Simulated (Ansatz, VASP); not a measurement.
Pb in VASP and in Ansatz

```
Pb
1.0
     0.00000    2.46980    2.53154
     2.46980    0.00000    2.53154
     2.46980    2.46980    0.00000
Pb
1
Direct
  0.00000 0.00000 0.00000
```

Change from the starting cell: strain +0.000 along x and y, +0.025 along z, atoms carried along.

Alike in both runs: task single point; functional PBE; k mesh 16 × 16 × 16; occupations gaussian, width 0.15 eV; no spin polarisation.

|  | VASP | Ansatz |
| --- | --- | --- |
| version | VASP 6.6.1 | Ansatz 0.2.0 |
| potentials or method | VASP PAW PBE potentials, release 64 (Pb_d), cutoff 520 eV | scalar-relativistic, plane waves, PAW |
| valence electrons in the cell | 14 | 14 |

```csv
,VASP,Ansatz,Ansatz less VASP
gap on the k mesh at the Fermi level (eV),none,none,-
pressure (GPa),1.4,1.4,+0.02
"traceless stress, the component that is largest in VASP (GPa)",-0.26,-0.26,-0.001
```

A gap of «none» marks a metal or a gap that the smearing closes. With one functional, cell and mesh, what is left measures potentials, basis and numerics.

Neither program's run includes spin-orbit coupling.
